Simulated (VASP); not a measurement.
## Sb: single point with r2SCAN

Crystal: Sb.

```
Sb
1.0
     3.16000    0.00000    0.00000
     0.00000    3.16000    0.00000
     0.00000    0.00000    3.41280
Sb
1
Direct
  0.00000 0.00000 0.00000
```

This cell differs from its parent crystal: strain +0.000 along x and y, +0.080 along z.

- Program: VASP 6.6.1
- Task: single point
- Functional: r2SCAN
- Potentials or basis: VASP PAW PBE potentials, release 64 (Sb)
- Cutoff: 520 eV
- k mesh: 16 × 16 × 16
- Occupations: gaussian, width 0.15 eV
- Spin: no spin polarisation

| Item | Value |
| --- | --- |
| Pressure | -5.9 GPa |
| Band gap on the k mesh | zero (an odd number of electrons rules out a gap without spin polarisation) |

Stress tensor (GPa, compression positive):
```
-4.40  0.00  0.00
 0.00 -4.40  0.00
 0.00  0.00 -8.90
```

Levels at points of the mesh, in eV from the Fermi level:
```tsv
k point	band 1	band 2	band 3	band 4	band 5	band 6	band 7
(0.00, 0.00, 0.00)	-12.05	1.81	3.72	3.72	6.27	7.56	8.78
(0.50, 0.00, 0.00)	-9.65	-5.09	3.75	5.70	8.76	10.28	10.39
(0.50, 0.50, 0.00)	-7.05	-3.14	-3.14	3.04	5.69	12.08	12.43
(0.00, 0.00, 0.50)	-10.50	-4.84	5.00	5.00	8.97	11.47	11.62
(0.50, 0.00, 0.50)	-7.99	-3.76	-2.78	2.92	6.97	12.66	13.49
(0.50, 0.50, 0.50)	-5.20	-1.91	-1.91	-0.83	4.99	5.59	5.59
```

Run time: 70 s on 1 thread of Intel(R) Xeon(R) 6975P-C (Granite Rapids) (shared host), peak memory 0.23 GiB.

Caveat: the cell differs from its parent crystal (strain +0.000 along x and y, +0.080 along z); the cell stands under tension; the PAW data sets were made with another functional, which shifts forces and pressure a little; spin-orbit coupling is left out, which moves the levels of the heavy elements.
